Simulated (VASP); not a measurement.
# InP (F-43m) in VASP: settings compared

The runs below take InP through single point, with r2SCAN, HSE06.

Program: VASP 6.6.1. These are calculated values, not measurements. Logs are shortened: lines on timing, memory, paths and dates and some standing lists are left out, and cuts for length are marked.

## Step 1: The cell of the first run

It takes space group F-43m (No. 216, cubic). Conventional cell: a = 5.848 Å, b = 5.848 Å, c = 5.848 Å, α = 90.00°, β = 90.00°, γ = 90.00°. In (site symmetry -43m) has 4 P at 2.53 Å within 3.3 Å. Within 3.3 Å of P (site symmetry -43m) lie 4 In at 2.53 Å.

## Step 2: Single point, r2SCAN, non-collinear spin, zero start, spin-orbit coupling (strain -1.0%)

The input, POSCAR:

```
InP
1.0
    0.0000000000      2.9242497585      2.9242497585
    2.9242497585      0.0000000000      2.9242497585
    2.9242497585      2.9242497585      0.0000000000
In P
1 1
Direct
    0.0000000000      0.0000000000      0.0000000000
    0.2500000000      0.2500000000      0.2500000000
```

The input, INCAR.step1:

```
PREC = Accurate ; ENCUT = 520
ISMEAR = -1 ; SIGMA = 0.02
LREAL = False ; LASPH = True
NELM = 150 ; MAGMOM = 0 0 0 0 0 0
LSORBIT = True ; GGA_COMPAT = False
NBANDS = 30 ; GGA = PE
ALGO = Normal ; EDIFF = 1E-4
LWAVE = True ; LCHARG = False
```

The input, INCAR.step2:

```
PREC = Accurate ; ENCUT = 520
EDIFF = 1E-6 ; ISMEAR = -1
SIGMA = 0.02 ; LREAL = False
LASPH = True ; NELM = 150
ALGO = Normal ; ISIF = 2
LWAVE = False ; LCHARG = False
MAGMOM = 0 0 0 0 0 0 ; LORBIT = 11
LSORBIT = True ; GGA_COMPAT = False
LORBMOM = True ; METAGGA = R2SCAN
LMIXTAU = True ; NBANDS = 30
ISTART = 1
```

The input, KPOINTS:

```
regular mesh
0
Gamma
  8 8 8
```

Potentials or basis: VASP PAW PBE potentials, release 64 (In_d, P).

Launch:

```bash
$ cat potpaw_PBE.64/In_d/POTCAR potpaw_PBE.64/P/POTCAR > POTCAR
$ cp INCAR.step1 INCAR
$ mpirun -np 1 vasp_ncl > vasp.out
$ cp INCAR.step2 INCAR
$ mpirun -np 1 vasp_ncl > vasp.out
```

OUTCAR:

```text
PREC = Accurate
   ENCUT = 520
   EDIFF = 1E-6
   ISMEAR = -1
   LREAL = False
   LASPH = True
   NELM = 150
   ISIF = 2
   LORBIT = 11
   LSORBIT = True
   METAGGA = R2SCAN
   ISTART = 1

 ion  position               nearest neighbor table
   1  0.000  0.000  0.000-   2 2.53   2 2.53   2 2.53   2 2.53
   2  0.250  0.250  0.250-   1 2.53   1 2.53   1 2.53   1 2.53

  LATTYP: Found a face centered cubic cell.
 ALAT       =     5.8484995170

  Lattice vectors:

 A1 = (   0.0000000000,   2.9242497585,   2.9242497585)
 A2 = (   2.9242497585,   0.0000000000,   2.9242497585)
 A3 = (   2.9242497585,   2.9242497585,   0.0000000000)

Analysis of symmetry for initial positions (statically):
=====================================================================
 Subroutine PRICEL returns:
 Original cell was already a primitive cell.

 Routine SETGRP: Setting up the symmetry group for a
 face centered cubic supercell.

 Subroutine GETGRP returns: Found 24 space group operations
 (whereof 24 operations were pure point group operations)
 out of a pool of 48 trial point group operations.

The static configuration has the point symmetry T_d .

Analysis of symmetry for dynamics (positions and initial velocities):
=====================================================================
 Subroutine PRICEL returns:
 Original cell was already a primitive cell.

 Routine SETGRP: Setting up the symmetry group for a
 face centered cubic supercell.

 Subroutine GETGRP returns: Found 24 space group operations
 (whereof 24 operations were pure point group operations)
 out of a pool of 48 trial point group operations.

The dynamic configuration has the point symmetry T_d .

Analysis of structural, dynamic, and magnetic symmetry:
=====================================================================
 Subroutine PRICEL returns:
 Original cell was already a primitive cell.

 Routine SETGRP: Setting up the symmetry group for a
 face centered cubic supercell.

 Subroutine GETGRP returns: Found 24 space group operations
 (whereof 24 operations were pure point group operations)
 out of a pool of 48 trial point group operations.

The overall configuration has the point symmetry T_d .

 Subroutine INISYM returns: Found 24 space group operations
 (whereof 24 operations are pure point group operations),
 and found     1 'primitive' translations

----------------------------------------------------------------------------------------

                                     Primitive cell

  volume of cell :      50.0119

  direct lattice vectors                    reciprocal lattice vectors
     0.000000000  2.924249758  2.924249758    -0.170984027  0.170984027  0.170984027
     2.924249758  0.000000000  2.924249758     0.170984027 -0.170984027  0.170984027
     2.924249758  2.924249758  0.000000000     0.170984027  0.170984027 -0.170984027

  length of vectors
     4.135513668  4.135513668  4.135513668     0.296153022  0.296153022  0.296153022

  position of ions in fractional coordinates (direct lattice)
     0.000000000  0.000000000  0.000000000
     0.250000000  0.250000000  0.250000000

  ion indices of the primitive-cell ions
   primitive index   ion index
                 1           1
                 2           2

----------------------------------------------------------------------------------------

 KPOINTS: regular mesh

Automatic generation of k-mesh.
 Grid dimensions read from file:
 generate k-points for:    8    8    8

 Generating k-lattice:

  Cartesian coordinates                     Fractional coordinates (reciprocal lattice)
    -0.021373003  0.021373003  0.021373003     0.125000000  0.000000000  0.000000000
     0.021373003 -0.021373003  0.021373003     0.000000000  0.125000000  0.000000000
     0.021373003  0.021373003 -0.021373003     0.000000000  0.000000000  0.125000000

[... 95 lines left out ...]

 number of electron      18.0000003 magnetization       0.0000000      0.0000000      0.0000000

 number of electron      18.0000003 magnetization      -0.0000000     -0.0000000     -0.0000000

 Free energy of the ion-electron system (eV)
  ---------------------------------------------------
  ext. energy  EPLUGINS =         0.00000000
  ---------------------------------------------------
  free energy    TOTEN  =       -32.32228766 eV

  energy without entropy =      -32.32228766  energy(sigma->0) =      -32.32228766

 E-fermi :   5.5291     XC(G=0):  -9.9117

 val. band max:        5.1107423243   @ k =   0.0000   0.0000   0.0000
 cond. band min:       6.2891186299   @ k =   0.0000   0.0000   0.0000
 fundamental gap:      1.1783763056
 Fermi energy:         5.5290795332

 k-point     1 :       0.0000    0.0000    0.0000
  band No.  band energies     occupation
      1     -10.0258      1.00000
      2     -10.0258      1.00000
      3     -10.0258      1.00000
      4     -10.0258      1.00000
      5      -9.2506      1.00000
      6      -9.2506      1.00000
[... 781 lines left out ...]
     29      16.4537      0.00000
     30      16.4672      0.00000

 [... further k-points ...]

------------------------ aborting loop because EDIFF is reached ----------------------------------------

  FORCE on cell =-STRESS in cart. coord.  units (eV):
  Direction    XX          YY          ZZ          XY          YZ          ZX
  --------------------------------------------------------------------------------------
  -------------------------------------------------------------------------------------
  Total        0.6108834      0.6108834      0.6108834      0.0000000      0.0000000      0.0000000
  in kB       19.5702106     19.5702106     19.5702106      0.0000000      0.0000000      0.0000000
  external PRESSURE =      19.5702106 kB  Pullay stress =       0.0000000 kB

 VOLUME and BASIS-vectors are now :
 -----------------------------------------------------------------------------
  energy-cutoff  :      520.00
  volume of cell :       50.01
      direct lattice vectors                 reciprocal lattice vectors
     0.000000000  2.924249758  2.924249758    -0.170984027  0.170984027  0.170984027
     2.924249758  0.000000000  2.924249758     0.170984027 -0.170984027  0.170984027
     2.924249758  2.924249758  0.000000000     0.170984027  0.170984027 -0.170984027

 POSITION                                       TOTAL-FORCE (eV/Angst)
 -----------------------------------------------------------------------------------
      0.00000      0.00000      0.00000         0.000000      0.000000      0.000000
      1.46212      1.46212      1.46212        -0.000000     -0.000000     -0.000000
 -----------------------------------------------------------------------------------
    total drift:                                0.000000      0.000000      0.000000

  FREE ENERGIE OF THE ION-ELECTRON SYSTEM (eV)
  ---------------------------------------------------
  free  energy   TOTEN  =       -32.3222876601 eV

  energy  without entropy=      -32.3222876601  energy(sigma->0) =      -32.32228766

 orbital moment (x)

 # of ion     p       d       tot
 ----------------------------------------
  1         0.000  -0.000   0.000
  2        -0.000   0.000  -0.000
 ----------------------------------------
            0.000  -0.000   0.000

 orbital moment (y)

 # of ion     p       d       tot
 ----------------------------------------
  1        -0.000   0.000   0.000
  2         0.000   0.000   0.000
 ----------------------------------------
           -0.000   0.000   0.000

 orbital moment (z)

 # of ion     p       d       tot
 ----------------------------------------
  1         0.000   0.000   0.000
  2         0.000   0.000   0.000
 ----------------------------------------
            0.000   0.000   0.000

 Spin-Orbit-Coupling matrix elements

 Ion:    1  E_soc:     -0.0681220
 l=   1
     0.0000000    -0.0050400    -0.0050400
    -0.0050400     0.0000000    -0.0050400
    -0.0050400    -0.0050400     0.0000000
 l=   2
     0.0000000    -0.0012954     0.0000000    -0.0012954    -0.0050183
    -0.0012954     0.0000000    -0.0037637    -0.0012954    -0.0012546
     0.0000000    -0.0037637     0.0000000    -0.0037637     0.0000000
    -0.0012954    -0.0012954    -0.0037637     0.0000000    -0.0012546
    -0.0050183    -0.0012546     0.0000000    -0.0012546     0.0000000
 l=   3
     0.0000000     0.0000000     0.0000000     0.0000000     0.0000000     0.0000000     0.0000000
     0.0000000     0.0000000     0.0000000     0.0000000     0.0000000     0.0000000     0.0000000
     0.0000000     0.0000000     0.0000000     0.0000000     0.0000000     0.0000000     0.0000000
     0.0000000     0.0000000     0.0000000     0.0000000     0.0000000     0.0000000     0.0000000
     0.0000000     0.0000000     0.0000000     0.0000000     0.0000000     0.0000000     0.0000000
     0.0000000     0.0000000     0.0000000     0.0000000     0.0000000     0.0000000     0.0000000
     0.0000000     0.0000000     0.0000000     0.0000000     0.0000000     0.0000000     0.0000000

 Ion:    2  E_soc:     -0.0010308
 l=   1
     0.0000000    -0.0001718    -0.0001718
    -0.0001718     0.0000000    -0.0001718
    -0.0001718    -0.0001718     0.0000000
 l=   2
     0.0000000     0.0000000     0.0000000     0.0000000     0.0000000
     0.0000000     0.0000000     0.0000000     0.0000000     0.0000000
     0.0000000     0.0000000     0.0000000     0.0000000     0.0000000
     0.0000000     0.0000000     0.0000000     0.0000000     0.0000000
     0.0000000     0.0000000     0.0000000     0.0000000     0.0000000
 l=   3
     0.0000000     0.0000000     0.0000000     0.0000000     0.0000000     0.0000000     0.0000000
     0.0000000     0.0000000     0.0000000     0.0000000     0.0000000     0.0000000     0.0000000
     0.0000000     0.0000000     0.0000000     0.0000000     0.0000000     0.0000000     0.0000000
     0.0000000     0.0000000     0.0000000     0.0000000     0.0000000     0.0000000     0.0000000
     0.0000000     0.0000000     0.0000000     0.0000000     0.0000000     0.0000000     0.0000000
     0.0000000     0.0000000     0.0000000     0.0000000     0.0000000     0.0000000     0.0000000
     0.0000000     0.0000000     0.0000000     0.0000000     0.0000000     0.0000000     0.0000000

 total charge

# of ion       s       p       d       tot
------------------------------------------
    1        0.818   0.813   9.905  11.536
    2        1.016   1.522   0.000   2.539
--------------------------------------------------
tot          1.834   2.336   9.905  14.074

 magnetization (x)

# of ion       s       p       d       tot
------------------------------------------
    1        0.000   0.000   0.000   0.000
    2        0.000   0.000   0.000   0.000
--------------------------------------------------
tot          0.000   0.000   0.000   0.000

 magnetization (y)

# of ion       s       p       d       tot
------------------------------------------
    1       -0.000   0.000  -0.000  -0.000
    2        0.000   0.000   0.000   0.000
--------------------------------------------------
tot          0.000   0.000  -0.000   0.000

 magnetization (z)

# of ion       s       p       d       tot
------------------------------------------
    1        0.000  -0.000   0.000  -0.000
    2       -0.000   0.000   0.000  -0.000
--------------------------------------------------
tot         -0.000  -0.000   0.000  -0.000
```

Run time: 5.1 min. Hardware: 1 thread of Intel Xeon Platinum 8488C (Sapphire Rapids), shared host; peak memory 0.41 GiB.

Results:

```
Free energy                                           : -32.3223 eV
Pressure                                              : 2.0 GPa
Net moment                                            : 0.00 μB per cell
Valence electrons inside the program's atomic spheres : In 11.54; P 2.54
```

Moments on the atoms (μB; x, y, z):
```
In  0.00 0.00 0.00
P   0.00 0.00 0.00
```

Caveat: the cell differs from its parent crystal (strain -1.0%); the PAW data sets were made with another functional, which shifts forces and pressure a little.

## Step 3: Single point, HSE06 (strain -3.0%)

The input, POSCAR:

```
InP
1.0
    0.0000000000      2.8651740058      2.8651740058
    2.8651740058      0.0000000000      2.8651740058
    2.8651740058      2.8651740058      0.0000000000
In P
1 1
Direct
    0.0000000000      0.0000000000      0.0000000000
    0.2500000000      0.2500000000      0.2500000000
```

The input, INCAR.step1:

```
SYSTEM = InP
ALGO = Normal ; EDIFF = 1E-5
ENCUT = 520 ; GGA = PE
ISIF = 2 ; ISMEAR = 0
LASPH = .True. ; LCHARG = .False.
LREAL = .False. ; LWAVE = .True.
NBANDS = 16 ; NELM = 80
PREC = Accurate ; SIGMA = 0.01
```

The input, INCAR.step2:

```
SYSTEM = InP
ALGO = Normal ; EDIFF = 1E-6
ENCUT = 520 ; GGA = PE
HFSCREEN = 0.2079 ; ISIF = 2
ISMEAR = 0 ; ISTART = 1
LASPH = .True. ; LCHARG = .False.
LHFCALC = .True. ; LREAL = .False.
LWAVE = .False. ; NBANDS = 16
NELM = 80 ; PREC = Accurate
PRECFOCK = Normal ; SIGMA = 0.01
```

The input, KPOINTS:

```
k-points
0
Gamma
  6 6 6
  0 0 0
```

Potentials or basis: VASP PAW PBE potentials, release 64 (In_d, P).

Launch:

```bash
$ cat potpaw_PBE.64/In_d/POTCAR potpaw_PBE.64/P/POTCAR > POTCAR
$ cp INCAR.step1 INCAR
$ mpirun -np 1 vasp_std > vasp.out
$ cp INCAR.step2 INCAR
$ mpirun -np 1 vasp_std > vasp.out
```

Run time: 47 min. Hardware: 1 thread of Intel Xeon Platinum 8375C at 2.90GHz (Ice Lake), shared host; peak memory 0.29 GiB.

Results (log left out):

| Quantity | Value |
| --- | --- |
| Free energy | -9.8940 eV |
| Pressure | 7.2 GPa |
| Band gap on the k mesh | 1.91 eV |

Levels at points of the mesh, in eV from the valence-band top:
| k point | band 7 | band 8 | band 9 | band 10 | band 11 | band 12 |
| --- | --- | --- | --- | --- | --- | --- |
| (0.00, 0.00, 0.00) | 0.00 | 0.00 | 0.00 | 1.91 | 4.92 | 4.92 |
| (0.50, 0.00, 0.00) | -6.66 | -1.17 | -1.17 | 2.45 | 5.66 | 5.66 |
| (0.50, 0.50, 0.00) | -6.58 | -2.80 | -2.80 | 2.24 | 2.98 | 10.91 |

Caveat: the cell differs from its parent crystal (strain -3.0%); the cell stands under pressure; the PAW data sets were made with another functional, which shifts forces and pressure a little; spin-orbit coupling is left out, which moves the levels of the heavy elements. A k mesh can miss the band edges.

## Step 4: Single point, HSE06 (strain +1.0%)

The input, POSCAR:

```
InP
1.0
    0.0000000000      2.9833255112      2.9833255112
    2.9833255112      0.0000000000      2.9833255112
    2.9833255112      2.9833255112      0.0000000000
In P
1 1
Direct
    0.0000000000      0.0000000000      0.0000000000
    0.2500000000      0.2500000000      0.2500000000
```

The input, INCAR.step1:

```
SYSTEM = InP
  PREC = Accurate
  ENCUT = 520
  EDIFF = 1E-5
  ISMEAR = 0
  SIGMA = 0.01
  LREAL = .False.
  LASPH = .True.
  NELM = 60
  ALGO = Normal
  ISIF = 2
  LWAVE = .True.
  LCHARG = .False.
  NBANDS = 16
  GGA = PE
```

The input, INCAR.step2:

```
SYSTEM = InP
  PREC = Accurate
  ENCUT = 520
  EDIFF = 1E-6
  ISMEAR = 0
  SIGMA = 0.01
  LREAL = .False.
  LASPH = .True.
  NELM = 60
  ALGO = Normal
  ISIF = 2
  LWAVE = .False.
  LCHARG = .False.
  GGA = PE
  LHFCALC = .True.
  HFSCREEN = 0.2079
  PRECFOCK = Normal
  NBANDS = 16
  ISTART = 1
```

The input, KPOINTS:

```
Automatic mesh
0
Gamma
  6 6 6
  0 0 0
```

Launch:

```bash
$ cat potpaw_PBE.64/In_d/POTCAR potpaw_PBE.64/P/POTCAR > POTCAR
$ cp INCAR.step1 INCAR
$ mpirun -np 1 vasp_std > vasp.out
$ cp INCAR.step2 INCAR
$ mpirun -np 1 vasp_std > vasp.out
```

Wall time 58 min (1 thread of AMD EPYC 9755, shared host); peak memory 0.27 GiB.

The run converged. Its results:

```yaml
Free_energy: -9.9736 eV
Pressure: -2.3 GPa
Band_gap_on_the_k_mesh: 1.17 eV
```

Levels at points of the mesh, in eV from the valence-band top:
| k point | band 6 | band 7 | band 8 | band 9 | band 10 | band 11 | band 12 | band 13 |
| --- | --- | --- | --- | --- | --- | --- | --- | --- |
| (0.00, 0.00, 0.00) | -12.37 | 0.00 | 0.00 | 0.00 | 1.17 | 4.90 | 4.90 | 4.90 |
| (0.50, 0.00, 0.00) | -10.67 | -5.95 | -0.98 | -0.98 | 2.10 | 5.63 | 5.63 | 7.91 |
| (0.50, 0.50, 0.00) | -10.03 | -6.00 | -2.35 | -2.35 | 2.45 | 2.98 | 10.05 | 10.52 |

Caveat: the cell differs from its parent crystal (strain +1.0%); the PAW data sets were made with another functional, which shifts forces and pressure a little; spin-orbit coupling is left out, which moves the levels of the heavy elements.

(Part 1 of 2 ends here.)
